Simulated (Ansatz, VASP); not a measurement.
SrTiO3 in VASP and in Ansatz

INCAR

```
PREC     = Accurate       # precision mode
ENCUT    = 520            # plane-wave cutoff, eV
EDIFF    = 1E-6           # SCF threshold, eV
ISMEAR   = 0              # smearing method
SIGMA    = 0.05           # smearing width, eV
LREAL    = F              # projectors in reciprocal space
LASPH    = T              # aspherical terms in the spheres
NELM     = 150            # most SCF steps
ALGO     = Normal         # electronic algorithm
ISIF     = 2              # what is computed and relaxed
LWAVE    = F              # write WAVECAR
LCHARG   = F              # write CHGCAR
LMAXMIX  = 4              # l up to which the mixer works
LDAU     = T              # DFT+U
LDAUTYPE = 2            
LDAUL    = -1 2 -1        # shell
LDAUU    = 0 4 0          # U, eV
LDAUJ    = 0 0 0        
LDAUPRINT= 1            
GGA      = PE             # functional
NBANDS   = 28             # bands
```

KPOINTS

```
regular mesh
0
Gamma
  6 6 6
```

POSCAR

```
SrTiO3
1.0
    3.9471047620      0.0000000000      0.0000000000
    0.0000000000      3.9471047620      0.0000000000
    0.0000000000      0.0000000000      3.9471047620
Sr Ti O
1 1 3
Direct
    0.0000000000      0.0000000000      0.0000000000
    0.5000000000      0.5000000000      0.5000000000
    0.0000000000      0.5000000000      0.5000000000
    0.5000000000      0.0000000000      0.5000000000
    0.5000000000      0.5000000000      0.0000000000
```

Input for Ansatz:

```yaml
crystal:
  lattice:
    - [3.947104762, 0.0, 0.0]
    - [0.0, 3.947104762, 0.0]
    - [0.0, 0.0, 3.947104762]
  atoms:
    - { symbol: Sr, position: [0.0, 0.0, 0.0] }
    - { symbol: Ti, position: [0.5, 0.5, 0.5] }
    - { symbol: O, position: [0.0, 0.5, 0.5] }
    - { symbol: O, position: [0.5, 0.0, 0.5] }
    - { symbol: O, position: [0.5, 0.5, 0.0] }
basis:
  ecutwfc: 420
kpoints:
  mp_grid: { grid: [6, 6, 6] }
hamiltonian:
  xc: pbe
  hubbard: { sites: [{ species: Ti, l: d, u_eff: 4.0 }] }
scf:
  occupations: { method: gaussian, width: 0.05 }
output:
  forces: true
  stress: true
  eigenvalues: true
  write_density: true
  write_potential: true
  elf: true
  volumetric_format: npy
```

Alike in both runs: task single point; functional PBE; k mesh 6 × 6 × 6; occupations gaussian, width 0.05 eV; no spin polarisation; Hubbard terms Ti d U = 4.0 eV.

|  | VASP | Ansatz |
| --- | --- | --- |
| version | VASP 6.6.1 | Ansatz 0.2.0 |
| potentials or method | VASP PAW PBE potentials, release 64 (Sr_sv, Ti_sv, O), cutoff 520 eV | scalar-relativistic, plane waves, PAW |
| valence electrons in the cell | 40 | 40 |

```tsv
	VASP	Ansatz	Ansatz less VASP
gap on the k mesh at the Fermi level (eV)	2.31	2.30	-0.010
least direct gap on the mesh (eV)	2.74	2.72	-0.016
pressure (GPa)	2.7	0.0	-2.69
```

The programs project onto different local orbitals, so the same U acts differently, and such runs can settle in different states.
